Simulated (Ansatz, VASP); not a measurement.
## BP in VASP and in Ansatz

```
B P
1.0
     0.00000    2.26832    2.26832
     2.26832    0.00000    2.26832
     2.26832    2.26832    0.00000
B P
1 1
Direct
  0.00000 0.00000 0.00000
  0.25000 0.25000 0.25000
```

Alike in both runs: task single point; functional r2SCAN; k mesh 10 × 10 × 10; no spin polarisation.

|  | VASP | Ansatz |
| --- | --- | --- |
| version | VASP 6.6.1 | Ansatz 0.2.0 |
| potentials or method | VASP PAW PBE potentials, release 64 (B, P) | plane waves, PAW |
| plane-wave cutoff (eV) | 550 | 500 |
| occupations | gaussian, width 0.01 eV | fixed |
| valence electrons in the cell | 8 | 8 |

VASP gave:

| Property | Result |
| --- | --- |
| gap on the k mesh at the Fermi level (eV) | 1.45 |
| pressure (GPa) | -0.5 |

Problem. Estimate Ansatz's values.

Solution. gap on the k mesh at the Fermi level (eV): 1.42; pressure (GPa): 0.0.

VASP's potentials were made for PBE, not for r2SCAN.
